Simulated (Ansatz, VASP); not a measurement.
**GaN: VASP beside Ansatz**

The input INCAR:

```
SYSTEM = GaN
PREC = Accurate ; ENCUT = 600
EDIFF = 1E-6 ; ISMEAR = -1
SIGMA = 0.1 ; LREAL = .False.
LASPH = .True. ; NELM = 60
ALGO = Normal ; ISIF = 3
LWAVE = .False. ; LCHARG = .False.
GGA = PS ; IBRION = 2
NSW = 100 ; EDIFFG = -0.002
```

File KPOINTS:

```
regular mesh
0
Gamma
  18 18 18
  0 0 0
```

File POSCAR:

```
GaN
1.0
    0.0000000000      2.2535006075      2.2535006075
    2.2535006075      0.0000000000      2.2535006075
    2.2535006075      2.2535006075      0.0000000000
Ga N
1 1
Direct
    0.0000000000      0.0000000000      0.0000000000
    0.2500000000      0.2500000000      0.2500000000
```

Input for Ansatz:

```yaml
crystal:
  lattice:
    - [0.0, 2.2535006075, 2.2535006075]
    - [2.2535006075, 0.0, 2.2535006075]
    - [2.2535006075, 2.2535006075, 0.0]
  atoms:
    - { symbol: Ga, position: [0.0, 0.0, 0.0] }
    - { symbol: "N", position: [0.25, 0.25, 0.25] }
kpoints:
  mp_grid: { grid: [18, 18, 18] }
scf:
  occupations: { method: fermi_dirac, width: 0.1 }
hamiltonian:
  xc: pbesol
  pseudopotentials: { kind: paw }
relax:
  f_tol: 0.002
  max_steps: 80
  cell: {}
output:
  forces: true
  stress: true
```

Alike in both runs: task relaxation of cell and atoms; functional PBEsol; k mesh 18 × 18 × 18; occupations fermi-dirac, width 0.1 eV; no spin polarisation.

```csv
,VASP,Ansatz
version,VASP 6.6.1,Ansatz 0.2.0
potentials or method,"VASP PAW PBE potentials, release 64 (Ga_d, N)","PAW with Ansatz's default frozen-core files, scalar-relativistic"
plane-wave cutoff (eV),600,420
valence electrons in the cell,18,18
```

```tsv
	VASP	Ansatz	Ansatz less VASP
relaxed volume (Å³/atom)	11.35	11.38	+0.024
relaxed cell length with the largest relative difference (Å)	3.178	3.181	+0.0023
```

VASP's potentials were made for PBE, not for PBEsol.
